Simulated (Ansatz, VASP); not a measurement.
**Two plane-wave programs on ZrC4**

```
Zr C
1.0
     2.65093    0.00000    0.00000
    -1.32546    2.29577    0.00000
     0.00000    0.00000    8.14432
Zr C
1 4
Cartesian
  0.0000 0.0000 4.0722
  0.0000 1.5305 6.1727
  0.0000 1.5305 1.9716
  1.3255 0.7653 1.9716
  1.3255 0.7653 6.1727
```

Alike in both runs: functional PBE; k mesh 18 × 18 × 6; occupations gaussian, width 0.1 eV; no spin polarisation.

Ansatz relaxed the structure, and its values are those at the end. VASP's run is a single point on that final structure, the one shown.

|  | VASP | Ansatz |
| --- | --- | --- |
| version | VASP 6.6.1 | Ansatz 0.2.0 |
| potentials or method | VASP PAW PBE potentials, release 64 (Zr_sv, C), cutoff 520 eV | scalar-relativistic, plane waves, PAW |
| valence electrons in the cell | 28 | 28 |

Ansatz gave:

```
gap on the k mesh at the Fermi level (eV) : none
pressure (GPa)                            : 0.0
rms of the force components (eV/Å)        : 0.000
```

Question: What did VASP give for the same quantities?

Answer: gap on the k mesh at the Fermi level (eV): none; pressure (GPa): 0.3; rms of the force components (eV/Å): 0.003.

A gap of «none» marks a metal or a gap that the smearing closes. The functional is the same, so the differences come from potentials, cutoffs and numerics.
